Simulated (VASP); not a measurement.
Si3C, 4 atoms in the cell. It takes space group P4/mmm (No. 123, tetragonal). Conventional cell: a = 2.651 Å, b = 2.651 Å, c = 7.107 Å, α = 90.00°, β = 90.00°, γ = 90.00°. Si (site symmetry 4mm) has 4 C at 2.22 Å and 5 Si at 2.39 to 2.65 Å within 2.9 Å. Si (site symmetry 4/mmm) has 12 Si at 2.65 to 3.01 Å within 3.5 Å. Within 2.9 Å of C (site symmetry 4/mmm) lie 8 Si at 2.22 Å and 4 C at 2.65 Å. 

| Property | Result |
| --- | --- |
| Program | VASP 6.6.1 |
| Task | relaxation of cell and atoms |
| Functional | PBE |
| Potentials or basis | VASP PAW PBE potentials, release 64 (Si, C) |
| Cutoff | 600 eV |
| k mesh | 18 × 18 × 8 |
| Occupations | gaussian, width 0.1 eV |
| Spin | no spin polarisation |
| Dipole correction | no |
| Further INCAR settings | ALGO = Normal; EDIFF = 1e-06; IBRION = 2; EDIFFG = -0.01; NSW = 100; ISIF = 3 |

Potentials or basis: VASP PAW PBE potentials, release 64 (Si, C).

Run with:

```sh
$ cat potpaw_PBE.64/Si/POTCAR potpaw_PBE.64/C/POTCAR > POTCAR
$ mpirun -np 1 vasp_std > vasp.out
```

Hardware: 1 thread of AMD EPYC 7R43 64-Core Processor (Zen 3), on a shared host.

Problem. Estimate the wall time of this run.

Solution. It took 28 min on 1 thread of AMD EPYC 7R43 64-Core Processor (Zen 3), on a shared host, peak memory 0.28 GiB. Counts: scf iterations 137, k points 275, ion steps 22.
